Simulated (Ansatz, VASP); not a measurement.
Two plane-wave programs on CuO

```
Cu O
1.0
     3.83394    0.00000    5.05807
     0.00000    3.42300    0.00000
    -5.53406    0.00000    5.05807
Cu O
8 8
Direct
  0.12476 0.25202 0.87611
  0.62476 0.25202 0.37611
  0.37524 0.74798 0.62389
  0.87524 0.74798 0.12389
  0.37524 0.75202 0.12389
  0.87524 0.75202 0.62389
  0.12476 0.24798 0.37611
  0.62476 0.24798 0.87611
  0.12541 0.41528 0.12589
  0.62541 0.41528 0.62589
  0.37459 0.91528 0.87411
  0.87459 0.91528 0.37411
  0.37459 0.58472 0.37411
  0.87459 0.58472 0.87411
  0.12541 0.08472 0.62589
  0.62541 0.08472 0.12589
```

Alike in both runs: functional PBE; k mesh 3 × 6 × 3; collinear spin; Hubbard terms Cu d U = 8.0 eV.

Ansatz relaxed the structure, and its values are those at the end. VASP's run is a single point on that final structure, the one shown.

|  | VASP | Ansatz |
| --- | --- | --- |
| version | VASP 6.6.1 | Ansatz 0.2.0 |
| potentials or method | VASP PAW PBE potentials, release 64 (Cu, O) | scalar-relativistic, plane waves, PAW |
| plane-wave cutoff (eV) | 520 | 420 |
| occupations | gaussian, width 0.01 eV | fixed |
| valence electrons in the cell | 136 | 200 |

|  | VASP | Ansatz | Ansatz less VASP |
| --- | --- | --- | --- |
| gap on the k mesh at the Fermi level (eV) | 2.49 | 1.65 | -0.841 |
| least direct gap on the mesh (eV) | 2.61 | 1.78 | -0.828 |
| pressure (GPa) | 1.0 | 8.4 | +7.48 |
| rms of the force components (eV/Å) | 0.024 | 0.001 | -0.0227 |
| net moment per atom (μB) | 0.00 | 0.00 | 0.000 |
| size of the moment on the site where the two differ most (μB) | 0.71 | 0.61 | -0.094 |

Site moments also hang on the region over which each program counts them. The programs project onto different local orbitals, so the same U acts differently, and such runs can settle in different states. VASP's potentials hold 136 valence electrons a cell and Ansatz's 200, so a difference there can come from the potentials and not from the codes. Ansatz's warnings: end state compared, metallic iterate, stress scf threshold loose.
